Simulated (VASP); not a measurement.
Set up this calculation in VASP 6.6.1, as the native input.

| Item | Value |
| --- | --- |
| Task | single point |
| Functional | PBE |
| Potentials or basis | VASP PAW PBE potentials, release 64 (Mg, O) |
| Cutoff | 600 eV |
| k mesh | 8 × 8 × 8 |
| Occupations | gaussian, width 0.01 eV |
| Spin | no spin polarisation |
| Dipole correction | no |
| Further INCAR settings | ALGO = Normal; EDIFF = 1e-06; NBANDS = 11 |

The structure of MgO (Periclase) lies in POSCAR:

```
MgO
1.0
    0.0000000000      2.0727558066      2.0727558066
    2.0727558066      0.0000000000      2.0727558066
    2.0727558066      2.0727558066      0.0000000000
Mg O
1 1
Direct
    0.0000000000      0.0000000000      0.0000000000
    0.5000000000      0.5000000000      0.5000000000
```

One way to write it, as run:

INCAR

```
SYSTEM = MgO
PREC     = Accurate       ! precision mode
ENCUT    = 600            ! plane-wave cutoff, eV
EDIFF    = 1E-6           ! SCF threshold, eV
ISMEAR   = 0              ! smearing method
SIGMA    = 0.01           ! smearing width, eV
LREAL    = .FALSE.        ! projectors in reciprocal space
LASPH    = .TRUE.         ! aspherical terms in the spheres
NELM     = 120            ! most SCF steps
ALGO     = Normal         ! electronic algorithm
ISIF     = 2              ! what is computed and relaxed
LWAVE    = .FALSE.        ! write WAVECAR
LCHARG   = .TRUE.         ! write CHGCAR
GGA      = PE             ! functional
LELF     = .TRUE.         ! ELF
LVHAR    = .TRUE.       
NBANDS   = 11             ! bands
GGA_COMPAT= .FALSE.
```

KPOINTS

```
regular mesh
0
G
  8 8 8
  0 0 0
```

Potentials or basis: VASP PAW PBE potentials, release 64 (Mg, O).

Run with:

```bash
$ cat potpaw_PBE.64/Mg/POTCAR potpaw_PBE.64/O/POTCAR > POTCAR
$ mpirun -np 1 vasp_std > vasp.out
```

It gave:

* Pressure: 12.5 GPa
* Band gap on the k mesh: 5.21 eV, direct

It took 13 s on 1 thread of AMD EPYC 7R13, with other jobs on the host, peak memory 0.11 GiB.
